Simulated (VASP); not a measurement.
Na2Be: single point with PBE

Na2Be:

```
CELL_PARAMETERS angstrom
4.20740 0.00000 0.00000
-2.10370 3.64372 0.00000
0.00000 0.00000 2.95934
ATOMIC_POSITIONS crystal
Na 0.33333 0.66667 0.50000
Na 0.66667 0.33333 0.50000
Be 0.00000 0.00000 0.00000
```

```yaml
Program: VASP 6.6.1
Task: single point
Functional: PBE
Potentials_or_basis: VASP PAW PBE potentials, release 64 (Na_pv, Be)
Cutoff: 520 eV
k_mesh: 6 × 6 × 6
Occupations: gaussian, width 0.1 eV
Spin: no spin polarisation
Dipole_correction: no
Further_INCAR_settings: ALGO = Normal; EDIFF = 1e-06; NBANDS = 15
```

```
Pressure               : 16.2 GPa
Band gap on the k mesh : zero (band 8 reaches 5.19 eV, above the bottom of band 9 at 1.36 eV)
```

Stress tensor (GPa, compression positive):
```
21.02  0.00  0.00
 0.00 21.02  0.00
 0.00  0.00  6.56
```

Levels at points of the mesh, in eV from the Fermi level:
```
           k point  band 5  band 6  band 7  band 8  band 9  band 10  band 11  band 12
(0.00, 0.00, 0.00)  -24.30  -24.27   -6.11    1.52    1.52     5.25     5.59     5.59
(0.50, 0.00, 0.00)  -24.32  -24.24   -4.10   -2.82    0.60     3.41     7.25    10.45
(0.00, 0.00, 0.50)  -24.28  -24.28   -2.43   -2.07    3.77     3.77     7.62     7.62
(0.50, 0.00, 0.50)  -24.39  -24.22   -0.91   -0.70   -0.11     2.46     3.67     6.67
```

Run time: 7.3 s on 1 thread of Intel(R) Xeon(R) 6975P-C (Granite Rapids), with other jobs on the host, peak memory 0.16 GiB.
